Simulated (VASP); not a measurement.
# RbBr (I4/mmm) in VASP: notebook

RbBr is run at these levels: PBE, LDA; tasks: single point.

Everything below comes from runs of VASP 6.6.1. Logs are shortened: lines on timing, memory, paths and dates and some standing lists are left out, and cuts for length are marked.

### 1 The cell of the first run

Symmetry: I4/mmm, No. 139, tetragonal system. Conventional cell: a = 4.993 Å, b = 4.993 Å, c = 6.855 Å, α = 90.00°, β = 90.00°, γ = 90.00°. Within 4.5 Å of Rb (site symmetry 4/mmm) lie 6 Br at 3.43 to 3.53 Å. Within 4.5 Å of Br (site symmetry 4/mmm) lie 6 Rb at 3.43 to 3.53 Å.

### 2 Single point, PBE (x and y stretched by +3 %, z held)

INCAR reads:

```
ALGO = Normal
EDIFF = 1E-7
ENCUT = 520
GGA = PE
ISIF = 2
ISMEAR = -1
LASPH = True
LCHARG = False
LREAL = False
LWAVE = False
NBANDS = 15
NELM = 60
PREC = Accurate
SIGMA = 0.03
```

KPOINTS reads:

```
k-points
0
Gamma
  7 7 7
```

POSCAR reads:

```
RbBr
1.0
    0.0000000000      3.5303250000      3.4275000000
    3.5303250000      0.0000000000      3.4275000000
    3.5303250000      3.5303250000      0.0000000000
Rb Br
1 1
Direct
    0.0000000000      0.0000000000      0.0000000000
    0.5000000000      0.5000000000      0.5000000000
```

Potentials or basis: VASP PAW PBE potentials, release 64 (Rb_sv, Br).

Command:

```
$ cat potpaw_PBE.64/Rb_sv/POTCAR potpaw_PBE.64/Br/POTCAR > POTCAR
$ mpirun -np 1 vasp_std > vasp.out
```

OUTCAR:

```text
EDIFF = 1E-7
   ENCUT = 520
   GGA = PE
   ISIF = 2
   ISMEAR = -1
   LASPH = True
   LREAL = False
   NELM = 60
   PREC = Accurate

 ion  position               nearest neighbor table
   1  0.000  0.000  0.000-   2 3.43   2 3.43   2 3.53   2 3.53   2 3.53   2 3.53
   2  0.500  0.500  0.500-   1 3.43   1 3.43   1 3.53   1 3.53   1 3.53   1 3.53

  LATTYP: Found a body centered tetragonal cell.
 ALAT       =     4.9926334946
 C/A-ratio  =     1.3730228761

  Lattice vectors:

 A1 = (   0.0000000000,  -3.5303250000,  -3.4275000000)
 A2 = (   0.0000000000,   3.5303250000,  -3.4275000000)
 A3 = (   3.5303250000,   0.0000000000,   3.4275000000)

Analysis of symmetry for initial positions (statically):
=====================================================================
 Subroutine PRICEL returns:
 Original cell was already a primitive cell.

 Routine SETGRP: Setting up the symmetry group for a
 body centered tetragonal supercell.

 Subroutine GETGRP returns: Found 16 space group operations
 (whereof 16 operations were pure point group operations)
 out of a pool of 16 trial point group operations.

The static configuration has the point symmetry D_4h.

Analysis of symmetry for dynamics (positions and initial velocities):
=====================================================================
 Subroutine PRICEL returns:
 Original cell was already a primitive cell.

 Routine SETGRP: Setting up the symmetry group for a
 body centered tetragonal supercell.

 Subroutine GETGRP returns: Found 16 space group operations
 (whereof 16 operations were pure point group operations)
 out of a pool of 16 trial point group operations.

The dynamic configuration has the point symmetry D_4h.

 Subroutine INISYM returns: Found 16 space group operations
 (whereof 16 operations are pure point group operations),
 and found     1 'primitive' translations

----------------------------------------------------------------------------------------

                                     Primitive cell

  volume of cell :      85.4352

  direct lattice vectors                    reciprocal lattice vectors
     0.000000000  3.530325000  3.427500000    -0.141630020  0.141630020  0.145878920
     3.530325000  0.000000000  3.427500000     0.141630020 -0.141630020  0.145878920
     3.530325000  3.530325000  0.000000000     0.141630020  0.141630020 -0.145878920

  length of vectors
     4.920462464  4.920462464  4.992633495     0.247787781  0.247787781  0.247787781

[... 85 lines left out ...]
   NFREE  =      0    steps in history (QN), initial steepest desc. (CG)
   ISIF   =      2    stress and relaxation
   ISYM   =      2    0-nonsym 1-usesym 2-fastsym
   POTIM  = 0.5000    time-step for ionic-motion
   TEBEG  =    0.0;   TEEND  =   0.0 temperature during run
   PSTRESS=    0.0 pullay stress
   NELECT =      16.0000    total number of electrons
   NUPDOWN=      -1.0000    fix difference up-down
   EMIN   =  10.00;   EMAX   =-10.00  energy-range for DOS
   EFERMI =   0.00;   METHOD = LEGACY
   ISMEAR =    -1;   SIGMA  =   0.03  broadening in eV -4-tet -1-fermi 0-gaus
   EFERMI_NEDOS =   21; number of points for ismear=-14 and -15
   IALGO  =     38    algorithm
   IMIX   =      4    mixing-type and parameters
     AMIX     =   0.40;   BMIX     =  1.00
     AMIX_MAG =   1.60;   BMIX_MAG =  1.00
  volume/ion in A,a.u.               =      42.72       288.27
  Fermi-wavevector in a.u.,A,eV,Ry     =   0.936632  1.769979 11.936124  0.877280
  Thomas-Fermi vector in A             =   2.063662
   LORBIT       =      0    0 simple, 1 ext, 2 COOP (PROOUT), +10 PAW based schemes
   GGA     = PE    functional components
   LHFCALC =     F    Hartree Fock is set to
   AEXX    =    0.0000 exact exchange contribution
   IVDW    =     0    specifies the selected vdW correction
   LEPSILON=     F    determine dielectric tensor
   LRPA    =     F    only Hartree local field effects (RPA)
 non-spin polarized calculation
  energy-cutoff  :      520.00
  volume of cell :       85.44
 maximum number of plane-waves:      2320
 NGX is ok and might be reduce to    40
   NGX = 19   NGY = 19   NGZ = 19

 number of electron      15.9999999 magnetization

 Free energy of the ion-electron system (eV)
  ---------------------------------------------------
  ext. energy  EPLUGINS =         0.00000000
  ---------------------------------------------------
  free energy    TOTEN  =        -6.11103837 eV

  energy without entropy =       -6.11103837  energy(sigma->0) =       -6.11103837

 E-fermi :  -1.2824     XC(G=0):  -6.9996

 val. band max:       -1.9500282852   @ k =   0.0000   0.0000   0.0000
 cond. band min:       2.2466639486   @ k =   0.0000   0.0000   0.0000
 fundamental gap:      4.1966922338
 Fermi energy:        -1.2823693035

 k-point     1 :       0.0000    0.0000    0.0000
  band No.  band energies     occupation
      1     -26.5087      2.00000
      2     -14.0936      2.00000
      3     -10.5823      2.00000
      4     -10.5810      2.00000
      5     -10.5810      2.00000
      6      -1.9757      2.00000
      7      -1.9757      2.00000
      8      -1.9500      2.00000
      9       2.2467      0.00000
     10       5.2363      0.00000
     11       5.2363      0.00000
     12       5.4034      0.00000
     13       6.0637      0.00000
     14       6.2173      0.00000
[... 401 lines left out ...]
      2     -14.0920      2.00000
      3     -10.6481      2.00000
      4     -10.6222      2.00000
      5     -10.5776      2.00000
      6      -2.6169      2.00000
      7      -2.2782      2.00000
      8      -2.2464      2.00000
      9       4.7860      0.00000
     10       5.1051      0.00000
     11       6.4854      0.00000
     12       7.0830      0.00000
     13       7.7086      0.00000
     14       8.1638      0.00000
     15       8.8355      0.00000

 [... further k-points ...]
[... 5 lines left out ...]
  --------------------------------------------------------------------------------------
  -------------------------------------------------------------------------------------
  Total       -0.0342216     -0.0342216      0.3782765      0.0000000     -0.0000000      0.0000000
  in kB       -0.6417624     -0.6417624      7.0938674      0.0000000     -0.0000000      0.0000000
  external PRESSURE =       1.9367809 kB  Pullay stress =       0.0000000 kB

 VOLUME and BASIS-vectors are now :
 -----------------------------------------------------------------------------
  energy-cutoff  :      520.00
  volume of cell :       85.44
      direct lattice vectors                 reciprocal lattice vectors
     0.000000000  3.530325000  3.427500000    -0.141630020  0.141630020  0.145878920
     3.530325000  0.000000000  3.427500000     0.141630020 -0.141630020  0.145878920
     3.530325000  3.530325000  0.000000000     0.141630020  0.141630020 -0.145878920

 POSITION                                       TOTAL-FORCE (eV/Angst)
 -----------------------------------------------------------------------------------
      0.00000      0.00000      0.00000         0.000000      0.000000     -0.000000
      3.53032      3.53032      3.42750         0.000000      0.000000      0.000000
 -----------------------------------------------------------------------------------
    total drift:                                0.000000     -0.000000     -0.000000

  FREE ENERGIE OF THE ION-ELECTRON SYSTEM (eV)
  ---------------------------------------------------
  free  energy   TOTEN  =        -6.1110383688 eV

  energy  without entropy=       -6.1110383688  energy(sigma->0) =       -6.11103837
```

OSZICAR:

```text
N       E                     dE             d eps       ncg     rms          rms(c)
DAV:   1     0.815955850003E+02    0.81596E+02   -0.64686E+03  1200   0.899E+02
DAV:   2    -0.166170636484E+00   -0.81762E+02   -0.74798E+02  1667   0.159E+02
DAV:   3    -0.617700328737E+01   -0.60108E+01   -0.59777E+01  1629   0.445E+01
DAV:   4    -0.634476189526E+01   -0.16776E+00   -0.16772E+00  1781   0.687E+00
DAV:   5    -0.634673993205E+01   -0.19780E-02   -0.19780E-02  1702   0.631E-01    0.266E+00
DAV:   6    -0.611658875125E+01    0.23015E+00   -0.27804E-01  1557   0.236E+00    0.174E+00
DAV:   7    -0.609758423006E+01    0.19005E-01   -0.12780E-01  1620   0.171E+00    0.910E-01
DAV:   8    -0.611012716569E+01   -0.12543E-01   -0.15002E-02  1309   0.709E-01    0.113E-01
DAV:   9    -0.611056707453E+01   -0.43991E-03   -0.73831E-04  1655   0.138E-01    0.724E-02
DAV:  10    -0.611102999691E+01   -0.46292E-03   -0.60140E-04  1284   0.134E-01    0.287E-02
DAV:  11    -0.611103129683E+01   -0.12999E-05   -0.36397E-05  1669   0.307E-02    0.778E-03
DAV:  12    -0.611103800815E+01   -0.67113E-05   -0.10126E-05  1291   0.187E-02    0.126E-03
DAV:  13    -0.611103830425E+01   -0.29610E-06   -0.40105E-07  1690   0.341E-03    0.241E-03
DAV:  14    -0.611103836878E+01   -0.64522E-07   -0.18625E-07  1340   0.239E-03
   1 F= -.61110384E+01 E0= -.61110384E+01  d E =-.599967E-11
```

stdout:

```text
POSCAR found type information on POSCAR RbBr
 POSCAR found :  2 types and       2 ions
 scaLAPACK will be used
 LDA part: xc-table for (Slater+PW92), standard interpolation
 POSCAR, INCAR and KPOINTS ok, starting setup
 FFT: planning ... GRIDC
 FFT: planning ... GRID_SOFT
 FFT: planning ... GRID
 WAVECAR not read
 entering main loop
```

Run time: 1.9 min. Hardware: 1 thread of Intel Xeon 8259CL, shared host; peak memory 0.26 GiB.

What came out:

```
Free energy            : -6.1110 eV
Pressure               : 0.2 GPa
Band gap on the k mesh : 4.20 eV, direct
```

Stress tensor (GPa, compression positive):
```
-0.06  0.00  0.00
 0.00 -0.06  0.00
 0.00  0.00  0.71
```

Caveat: the cell differs from its parent crystal (x and y stretched by +3 %, z held).

### 3 Single point, LDA

INCAR reads:

```
SYSTEM = RbBr
PREC     = Accurate       ! precision mode
ENCUT    = 520            ! plane-wave cutoff, eV
EDIFF    = 1E-7           ! SCF threshold, eV
ISMEAR   = -1             ! smearing method
SIGMA    = 0.03           ! smearing width, eV
LREAL    = .False.        ! projectors in reciprocal space
LASPH    = .True.         ! aspherical terms in the spheres
NELM     = 100            ! most SCF steps
ALGO     = Normal         ! electronic algorithm
ISIF     = 2              ! what is computed and relaxed
LWAVE    = .False.        ! write WAVECAR
LCHARG   = .False.        ! write CHGCAR
ISYM     = 0            
NBANDS   = 15             ! bands
```

KPOINTS reads:

```
Automatic mesh
0
Gamma
  7 7 7
  0.5 0.5 0.5
```

POSCAR is that of step 2.

Potentials or basis: VASP PAW LDA potentials, release 64 (Rb_sv, Br).

Command:

```
$ cat potpaw_LDA.64/Rb_sv/POTCAR potpaw_LDA.64/Br/POTCAR > POTCAR
$ mpirun -np 1 vasp_std > vasp.out
```

OUTCAR:

```text
SYSTEM = RbBr
   PREC = Accurate
   ENCUT = 520
   EDIFF = 1E-7
   ISMEAR = -1
   LREAL = .False.
   LASPH = .True.
   NELM = 100
   ISIF = 2
   ISYM = 0

 ion  position               nearest neighbor table
   1  0.000  0.000  0.000-   2 3.43   2 3.43   2 3.53   2 3.53   2 3.53   2 3.53
   2  0.500  0.500  0.500-   1 3.43   1 3.43   1 3.53   1 3.53   1 3.53   1 3.53

IMPORTANT INFORMATION: All symmetrisations will be switched off!
NOSYMM: (Re-)initialisation of all symmetry stuff for point group C_1.

----------------------------------------------------------------------------------------

                                     Primitive cell

  volume of cell :      85.4352

  direct lattice vectors                    reciprocal lattice vectors
     0.000000000  3.530325000  3.427500000    -0.141630020  0.141630020  0.145878920
     3.530325000  0.000000000  3.427500000     0.141630020 -0.141630020  0.145878920
     3.530325000  3.530325000  0.000000000     0.141630020  0.141630020 -0.145878920

  length of vectors
     4.920462464  4.920462464  4.992633495     0.247787781  0.247787781  0.247787781

  position of ions in fractional coordinates (direct lattice)
     0.000000000  0.000000000  0.000000000
     0.500000000  0.500000000  0.500000000

[... 133 lines left out ...]
      1     -26.5683      2.00000
      2     -14.3315      2.00000
      3     -10.7084      2.00000
      4     -10.7049      2.00000
      5     -10.7038      2.00000
      6      -2.2411      2.00000
      7      -2.2000      2.00000
      8      -2.1825      2.00000
      9       1.7732      0.00000
     10       4.7626      0.00000
     11       4.8400      0.00000
     12       4.9794      0.00000
     13       5.7249      0.00000
     14       5.8921      0.00000
[... 401 lines left out ...]
      2     -14.3569      2.00000
      3     -10.7258      2.00000
      4     -10.7144      2.00000
      5     -10.6753      2.00000
      6      -3.0958      2.00000
      7      -2.4992      2.00000
      8      -2.4883      2.00000
      9       4.1143      0.00000
     10       4.9539      0.00000
     11       6.6923      0.00000
     12       6.8236      0.00000
     13       7.0677      0.00000
     14       7.7931      0.00000
     15       8.3567      0.00000

 [... further k-points ...]
[... 5 lines left out ...]
  --------------------------------------------------------------------------------------
  -------------------------------------------------------------------------------------
  Total       -1.0354595     -1.0354592     -0.7331669      0.0000007      0.0000009      0.0000009
  in kB      -19.4181057    -19.4181000    -13.7491727      0.0000124      0.0000166      0.0000166
  external PRESSURE =     -17.5284594 kB  Pullay stress =       0.0000000 kB

 VOLUME and BASIS-vectors are now :
 -----------------------------------------------------------------------------
  energy-cutoff  :      520.00
  volume of cell :       85.44
      direct lattice vectors                 reciprocal lattice vectors
     0.000000000  3.530325000  3.427500000    -0.141630020  0.141630020  0.145878920
     3.530325000  0.000000000  3.427500000     0.141630020 -0.141630020  0.145878920
     3.530325000  3.530325000  0.000000000     0.141630020  0.141630020 -0.145878920

 POSITION                                       TOTAL-FORCE (eV/Angst)
 -----------------------------------------------------------------------------------
      0.00000      0.00000      0.00000         0.000000      0.000000      0.000000
      3.53032      3.53032      3.42750        -0.000000     -0.000000     -0.000000
 -----------------------------------------------------------------------------------
    total drift:                                0.000000      0.000001      0.000000

  FREE ENERGIE OF THE ION-ELECTRON SYSTEM (eV)
  ---------------------------------------------------
  free  energy   TOTEN  =        -6.6451298211 eV

  energy  without entropy=       -6.6451298211  energy(sigma->0) =       -6.64512982
```

OSZICAR:

```text
N       E                     dE             d eps       ncg     rms          rms(c)
DAV:   1     0.816547677655E+02    0.81655E+02   -0.65049E+03 20640   0.904E+02
DAV:   2    -0.697923188691E+00   -0.82353E+02   -0.75468E+02 28926   0.161E+02
DAV:   3    -0.671536532432E+01   -0.60174E+01   -0.59872E+01 27679   0.446E+01
DAV:   4    -0.689731708400E+01   -0.18195E+00   -0.18191E+00 30643   0.718E+00
DAV:   5    -0.689868351480E+01   -0.13664E-02   -0.13664E-02 28422   0.626E-01    0.264E+00
DAV:   6    -0.667646580098E+01    0.22222E+00   -0.24906E-01 26289   0.225E+00    0.172E+00
DAV:   7    -0.664432628412E+01    0.32140E-01   -0.84622E-02 27612   0.142E+00    0.873E-01
DAV:   8    -0.664506441697E+01   -0.73813E-03   -0.83700E-03 28095   0.476E-01    0.984E-02
DAV:   9    -0.664505130666E+01    0.13110E-04   -0.54723E-04 26895   0.105E-01    0.484E-02
DAV:  10    -0.664512805389E+01   -0.76747E-04   -0.79868E-05 24466   0.531E-02    0.738E-03
DAV:  11    -0.664512967185E+01   -0.16180E-05   -0.63916E-06 28284   0.134E-02    0.566E-03
DAV:  12    -0.664512985059E+01   -0.17874E-06   -0.21213E-06 24952   0.640E-03    0.223E-03
DAV:  13    -0.664512982107E+01    0.29519E-07   -0.76741E-08 21205   0.162E-03
   1 F= -.66451298E+01 E0= -.66451298E+01  d E =-.103134E-11
```

It took 20 min on 1 thread of Intel Xeon 8259CL, shared host; peak memory 0.91 GiB.

What came out:

| Property | Result |
| --- | --- |
| Free energy | -6.6451 eV |
| Pressure | -1.8 GPa |
| Band gap on the k mesh | 3.96 eV, direct |

A k mesh can miss the band edges. As with any semilocal functional, this LDA gap is likely too small.
